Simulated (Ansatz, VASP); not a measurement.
# One calculation of Ge5P, two programs

```
Ge P
1.0
     3.59327    0.00000    0.00000
    -1.79664    3.11187    0.00000
     0.00000    0.00000   10.71392
Ge P
5 1
Direct
  0.66667 0.33333 0.85357
  0.00000 0.00000 0.65775
  0.66667 0.33333 0.50000
  0.00000 0.00000 0.34225
  0.66667 0.33333 0.14643
  0.00000 0.00000 0.00000
```

Change from the starting cell: species swapped into the Ca5Mg type (P-6m2, No. 187).

Alike in both runs: functional PBE; k mesh 6 × 6 × 2; occupations gaussian, width 0.1 eV; no spin polarisation.

Ansatz relaxed the structure, and its values are those at the end. VASP's run is a single point on that final structure, the one shown.

|  | VASP | Ansatz |
| --- | --- | --- |
| version | VASP 6.6.1 | Ansatz 0.2.0 |
| potentials or method | VASP PAW PBE potentials, release 64 (Ge_d, P), cutoff 520 eV | scalar-relativistic, plane waves, PAW |
| valence electrons in the cell | 75 | 75 |

VASP gave:

* gap on the k mesh at the Fermi level (eV): none
* pressure (GPa): -0.1
* rms of the force components (eV/Å): 0.004

Q: Which values does Ansatz return?

A: gap on the k mesh at the Fermi level (eV): none; pressure (GPa): -0.1; rms of the force components (eV/Å): 0.003.

A gap of «none» marks a metal or a gap that the smearing closes.
